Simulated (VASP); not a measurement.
Set up this calculation in VASP 6.6.1, as the native input.

```yaml
Task: single point
Functional: PBE
Potentials_or_basis: VASP PAW PBE potentials, release 64 (Fe)
Cutoff: 600 eV
k_mesh: 12 × 12 × 12
Occupations: fermi-dirac, width 0.1 eV
Spin: collinear spin, ferromagnetic start
Starting_moments: "[4.0] μB"
Dipole_correction: no
Further_INCAR_settings: ALGO = Normal; EDIFF = 1e-06; NBANDS = 14
```

The structure of Fe lies in POSCAR:

```
Fe
1.0
   -1.4329000000      1.4329000000      1.4329000000
    1.4329000000     -1.4329000000      1.4329000000
    1.4329000000      1.4329000000     -1.4329000000
Fe
1
Direct
    0.0000000000      0.0000000000      0.0000000000
```

One way to write it, as run:

INCAR

```
SYSTEM = Fe
ALGO     = Normal         ! electronic algorithm
EDIFF    = 1E-6           ! SCF threshold, eV
ENCUT    = 600            ! plane-wave cutoff, eV
GGA      = PE             ! functional
GGA_COMPAT= .FALSE.      
ISIF     = 2              ! what is computed and relaxed
ISMEAR   = -1             ! smearing method
ISPIN    = 2              ! spin polarisation
LASPH    = .TRUE.         ! aspherical terms in the spheres
LCHARG   = .FALSE.        ! write CHGCAR
LMAXMIX  = 4              ! l up to which the mixer works
LORBIT   = 11             ! projections on sites
LREAL    = .FALSE.        ! projectors in reciprocal space
LWAVE    = .FALSE.        ! write WAVECAR
MAGMOM   = 4              ! initial moments
NBANDS   = 14             ! bands
NELM     = 200            ! most SCF steps
PREC     = Accurate       ! precision mode
SIGMA    = 0.1            ! smearing width, eV
```

KPOINTS

```
k-points
0
G
  12 12 12
  0 0 0
```

Potentials or basis: VASP PAW PBE potentials, release 64 (Fe).

Launch:

```bash
$ cat potpaw_PBE.64/Fe/POTCAR > POTCAR
$ mpirun -np 1 vasp_std > vasp.out
```

Results of the run:

- Pressure: -6.0 GPa
- Net moment: 2.26 μB per cell
- Site moments: Fe +2.27 μB
- Valence electrons inside the program's atomic spheres: Fe 7.20

It took 48 s on 1 thread of AMD EPYC 7R13, with other jobs on the host, peak memory 0.11 GiB.
